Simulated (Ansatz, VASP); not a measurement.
**One calculation of SrAg3, two programs**

File INCAR:

```
PREC = Accurate
ENCUT = 520
EDIFF = 1E-6
ISMEAR = 0
SIGMA = 0.05
LREAL = False
LASPH = True
NELM = 60
ALGO = Normal
ISIF = 2
LWAVE = False
LCHARG = True
GGA = PE
LELF = True
LVHAR = True
NBANDS = 30
```

KPOINTS

```
Automatic mesh
0
Gamma
  8 8 8
```

Contents of POSCAR:

```
SrAg3
1.0
    4.6011394860      0.0000000000      0.0000000000
    0.0000000000      4.6011394860      0.0000000000
    0.0000000000      0.0000000000      4.6011394860
Sr Ag
1 3
Direct
    0.0000000000      0.0000000000      0.0000000000
    0.0000000000      0.5000000000      0.5000000000
    0.5000000000      0.5000000000      0.0000000000
    0.5000000000      0.0000000000      0.5000000000
```

Input for Ansatz:

```yaml
crystal:
  lattice:
    - [4.601139486, 0.0, 0.0]
    - [0.0, 4.601139486, 0.0]
    - [0.0, 0.0, 4.601139486]
  atoms:
    - { symbol: Sr, position: [0.0, 0.0, 0.0] }
    - { symbol: Ag, position: [0.0, 0.5, 0.5] }
    - { symbol: Ag, position: [0.5, 0.5, 0.0] }
    - { symbol: Ag, position: [0.5, 0.0, 0.5] }
basis:
  ecutwfc: 420
  ecutrho_ratio: 4
kpoints:
  mp_grid: { grid: [8, 8, 8] }
hamiltonian:
  xc: pbe
scf:
  occupations: { method: gaussian, width: 0.05 }
output:
  forces: true
  stress: true
  eigenvalues: true
```

Alike in both runs: task single point; functional PBE; k mesh 8 × 8 × 8; occupations gaussian, width 0.05 eV; no spin polarisation.

|  | VASP | Ansatz |
| --- | --- | --- |
| version | VASP 6.6.1 | Ansatz 0.2.0 |
| potentials or method | VASP PAW PBE potentials, release 64 (Sr_sv, Ag), cutoff 520 eV | scalar-relativistic, plane waves, PAW |
| valence electrons in the cell | 43 | 67 |

```csv
,VASP,Ansatz,Ansatz less VASP
gap on the k mesh at the Fermi level (eV),none,none,-
pressure (GPa),-0.6,-0.7,-0.11
```

A gap of «none» marks a metal or a gap that the smearing closes. VASP's potentials hold 43 valence electrons a cell and Ansatz's 67, so a difference there can come from the potentials and not from the codes.
